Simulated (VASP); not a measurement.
Write the native input for VASP 6.6.1 that does the following.

```
Task                   : single point
Functional             : PBE
Potentials or basis    : VASP PAW PBE potentials, release 64 (In_d, Ge_d, O)
Cutoff                 : 520 eV
k mesh                 : 12 × 12 × 8
Occupations            : gaussian, width 0.1 eV
Spin                   : no spin polarisation
Dipole correction      : no
Further INCAR settings : ALGO = Normal; EDIFF = 1e-06; NBANDS = 42
```

The structure of In3GeO2 lies in POSCAR:

```
In3GeO2
1.0
    5.0247284923      0.0000000000      0.0000000000
   -2.5123642461      4.3515425215      0.0000000000
    0.0000000000      0.0000000000      5.3279069002
In Ge O
3 1 2
Direct
    0.3333333333      0.6666666667      0.5431559028
    0.6666666667      0.3333333333      0.5431559028
    0.0000000000      0.0000000000      0.9566062010
    0.0000000000      0.0000000000      0.4453150615
    0.3333333333      0.6666666667      0.9295797560
    0.6666666667      0.3333333333      0.9295797560
```

The cell was built from a structure type or drawn by symmetry, and may not be a known phase.

These files were run (other wordings do the same):

INCAR

```
ALGO = Normal
EDIFF = 1E-6
ENCUT = 520
GGA = PE
ISIF = 2
ISMEAR = 0
LASPH = True
LCHARG = False
LREAL = False
LWAVE = False
NBANDS = 42
NELM = 100
PREC = Accurate
SIGMA = 0.1
```

KPOINTS

```
k-points
0
Gamma
  12 12 8
```

Potentials or basis: VASP PAW PBE potentials, release 64 (In_d, Ge_d, O).

Command:

```console
$ cat potpaw_PBE.64/In_d/POTCAR potpaw_PBE.64/Ge_d/POTCAR potpaw_PBE.64/O/POTCAR > POTCAR
$ mpirun -np 1 vasp_std > vasp.out
```

Results of the run:

```yaml
Pressure: 0.1 GPa
Largest_force: 0.093 eV/Å
Band_gap_on_the_k_mesh: zero (an odd number of electrons rules out a gap without spin polarisation)
```

Caveat: spin-orbit coupling is left out, which moves the levels of the heavy elements; an odd number of electrons without spin polarisation forces a metal; a magnetic or distorted state may lie lower.

Wall time 9.6 min on 1 thread of Intel(R) Xeon(R) Platinum 8259CL CPU @ 2.50GHz (Skylake/Cascade Lake), on a shared host, peak memory 0.52 GiB.
